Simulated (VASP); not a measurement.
Si: relaxation of cell and atoms with PBE

Crystal: Si.

```
Si
1.0
    -1.52860    1.52860    1.52860
     1.52860   -1.52860    1.52860
     1.52860    1.52860   -1.52860
Si
1
Direct
  0.00000 0.00000 0.00000
```

This isn't the form of Si at room conditions, which is diamond.

```json
{"Program": "VASP 6.6.1", "Task": "relaxation of cell and atoms", "Functional": "PBE", "Potentials or basis": "VASP PAW PBE potentials, release 64 (Si)", "Cutoff": "500 eV", "k mesh": "17 × 17 × 17", "Occupations": "fermi-dirac, width 0.1 eV", "Spin": "no spin polarisation", "Target pressure": "2.4 GPa", "Dipole correction": "no", "Further INCAR settings": "ALGO = Normal; EDIFF = 1e-07; IBRION = 2; EDIFFG = -0.005; NSW = 32; ISIF = 3"}
```

```yaml
Pressure_after_relaxing: 2.4 GPa
Band_gap_on_the_k_mesh: zero (bands 2 and 3 overlap by 15.83 eV)
```

Final structure:
```
Si
1.0
    -1.52860    1.52860    1.52860
     1.52860   -1.52860    1.52860
     1.52860    1.52860   -1.52860
Si
1
Direct
  0.00000 0.00000 0.00000
```

Levels at points of the mesh, in eV from the Fermi level:
```tsv
k point	band 1	band 2	band 3	band 4	band 5
(0.00, 0.00, 0.00)	-14.40	11.74	11.74	11.74	12.68
```

Wall time 11 s on 1 thread of Intel(R) Xeon(R) Platinum 8559C (Emerald Rapids), with other jobs on the host, peak memory 0.12 GiB.

Caveat: the relaxation stopped at its first step, so nothing moved; the cell is relaxed towards a set pressure, so the run minimises the enthalpy, not the energy.
